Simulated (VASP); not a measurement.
A run of VASP 6.6.1 is set up as follows.

The input INCAR:

```
  ALGO = Fast
  EDIFF = 1E-7
  ENCUT = 520
  GGA = PE
  ISIF = 2
  ISMEAR = 0
  LASPH = T
  LCHARG = F
  LREAL = F
  LWAVE = F
  NBANDS = 21
  NELM = 80
  PREC = Accurate
  SIGMA = 0.15
```

The input KPOINTS:

```
k-points
0
Gamma
  12 12 12
```

File POSCAR:

```
Sn
1.0
    0.0000000000      3.2456000000      3.1482320000
    3.2456000000      0.0000000000      3.1482320000
    3.2456000000      3.2456000000      0.0000000000
Sn
2
Direct
    0.5000000000      0.5000000000      0.5000000000
    0.7500000000      0.7500000000      0.7500000000
```

Potentials or basis: VASP PAW PBE potentials, release 64 (Sn_d).

The run is started by

```console
$ cat potpaw_PBE.64/Sn_d/POTCAR > POTCAR
$ mpirun -np 1 vasp_std > vasp.out
```

Estimate the pressure.

4.8 GPa.

Stress tensor (GPa, compression positive):
```
4.51 0.00 0.00
0.00 4.51 0.00
0.00 0.00 5.34
```

Caveat: the cell differs from its parent crystal (strain +0.000 along x and y, -0.030 along z); the cell stands under pressure.
